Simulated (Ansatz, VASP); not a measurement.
One calculation of Be5Te, two programs

```
Be Te
1.0
     3.91880   -0.00004   -0.00009
    -1.95943    3.39432   -0.00186
    -0.00056   -0.00596   10.85688
Be Te
10 2
Cartesian
  -0.0012 -0.0062 10.8569
  -1.3009 2.2583 9.0720
  0.6516 3.3808 9.0708
  1.9593 1.1309 -0.0068
  -0.0007 2.2569 10.8623
  0.6477 1.1281 9.0730
  2.6068 2.2601 1.7818
  0.6580 1.1297 1.7836
  2.6112 0.0067 1.7848
  0.0012 -0.0031 5.4279
  1.9611 1.1272 6.8378
  -0.0008 2.2633 4.0159
```

Change from the starting cell: cell x1, atoms moved at random (sigma 0.05 Å) and cell strained at random (1.5 %), then relaxed without symmetry.

Alike in both runs: functional PBE; k mesh 6 × 6 × 2; occupations gaussian, width 0.2 eV; no spin polarisation.

Ansatz relaxed the structure, and its values are those at the end. VASP's run is a single point on that final structure, the one shown.

|  | VASP | Ansatz |
| --- | --- | --- |
| version | VASP 6.6.1 | Ansatz 0.2.0 |
| potentials or method | VASP PAW PBE potentials, release 64 (Be, Te), cutoff 520 eV | scalar-relativistic, plane waves, PAW |
| valence electrons in the cell | 32 | 52 |

```tsv
	VASP	Ansatz	Ansatz less VASP
gap on the k mesh at the Fermi level (eV)	none	none	-
pressure (GPa)	0.2	0.1	-0.11
rms of the force components (eV/Å)	0.007	0.006	-0.0006
```

A gap of «none» marks a metal or a gap that the smearing closes. The functional is the same, so the differences come from potentials, cutoffs and numerics. VASP's potentials hold 32 valence electrons a cell and Ansatz's 52, so a difference there can come from the potentials and not from the codes.

Neither program's run includes spin-orbit coupling.
